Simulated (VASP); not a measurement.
Runs of VASP 6.6.1 on Cs. The structure is that of space group Fm-3m (No. 225), or close to it. The cells are those of the table. 

```tsv
task	cell	k mesh	cutoff (eV)	gap on the mesh (eV)	pressure (GPa)
single point	a = 5.463 Å, angles 60.0°, 1 atom	8 × 8 × 8	520	none	0.3
relaxation of cell and atoms	relaxed from a = 5.385 Å, angles 60.0°, 1 atom	7 × 7 × 7	600	none	0.0
single point	a = 5.776 Å, angles 60.0°, 1 atom	8 × 8 × 8	520	none	0.0
single point	a = 5.849 Å, angles 60.0°, 1 atom	8 × 8 × 8	520	none	-0.1
single point	a = 5.701 Å, angles 60.0°, 1 atom	8 × 8 × 8	520	none	0.0
single point	a = 5.624 Å, angles 60.0°, 1 atom	8 × 8 × 8	520	none	(a)
single point	a = 5.545 Å, angles 60.0°, 1 atom	8 × 8 × 8	520	none	0.2
single point	a = 5.701 Å, angles 60.0°, 1 atom	7 × 7 × 7	520	none	0.0
single point	a = 5.921 Å, angles 60.0°, 1 atom	8 × 8 × 8	520	none	-0.1
single point	a = 5.701 Å, angles 60.0°, 1 atom	11 × 11 × 11	520	none	0.0
```

Alike in all rows: level RPBE; potentials or basis VASP PAW PBE potentials, release 64 (Cs_sv); no spin polarisation; smearing fermi-dirac 0.1 eV.

Question: Fill in the values left out.

Answer: (a) 0.1.

Caveats: the PAW data sets were made with another functional, which shifts forces and pressure a little; spin-orbit coupling is left out, which moves the levels of the heavy elements.

A k mesh can miss the band edges, and the runs leave out spin-orbit coupling on Cs.

A gap of «none» marks levels without a gap at the run's occupations.
